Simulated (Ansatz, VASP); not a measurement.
**TaSi2 in VASP and in Ansatz**

```
CELL_PARAMETERS angstrom
4.76099 0.00000 0.00000
-2.38050 4.12314 0.00000
0.00000 0.00000 6.55614
ATOMIC_POSITIONS crystal
Ta 0.49506 0.00000 0.00047
Ta 0.50494 0.50494 0.66714
Ta 0.00000 0.49506 0.33381
Si 0.15928 0.31857 0.03107
Si 0.84580 0.16437 0.63255
Si 0.68143 0.84072 0.36440
Si 0.83563 0.68143 0.96588
Si 0.15928 0.84072 0.69774
Si 0.31857 0.15420 0.29921
```

Change from the starting cell: mode 24 (375.6 1/cm) frozen in, largest displacement +0.225 Å.

Alike in both runs: task single point; functional PBEsol; k mesh 12 × 12 × 6; occupations gaussian, width 0.15 eV; no spin polarisation.

|  | VASP | Ansatz |
| --- | --- | --- |
| version | VASP 6.6.1 | Ansatz 0.2.0 |
| potentials or method | VASP PAW PBE potentials, release 64 (Ta_pv, Si), cutoff 520 eV | scalar-relativistic, plane waves, PAW |
| valence electrons in the cell | 57 | 63 |

|  | VASP | Ansatz | Ansatz less VASP |
| --- | --- | --- | --- |
| gap on the k mesh at the Fermi level (eV) | none | none | - |
| pressure (GPa) | 8.7 | 8.3 | -0.36 |
| traceless stress, the component that is largest in VASP (GPa) | 10.69 | 10.61 | -0.079 |
| rms of the force components (eV/Å) | 2.025 | 2.014 | -0.0107 |

VASP's potentials were made for PBE, not for PBEsol. Atom by atom the forces differ by 0.011 eV/Å (rms over components). A gap of «none» marks a metal or a gap that the smearing closes. VASP's potentials hold 57 valence electrons a cell and Ansatz's 63, so a difference there can come from the potentials and not from the codes.

Neither program's run includes spin-orbit coupling.
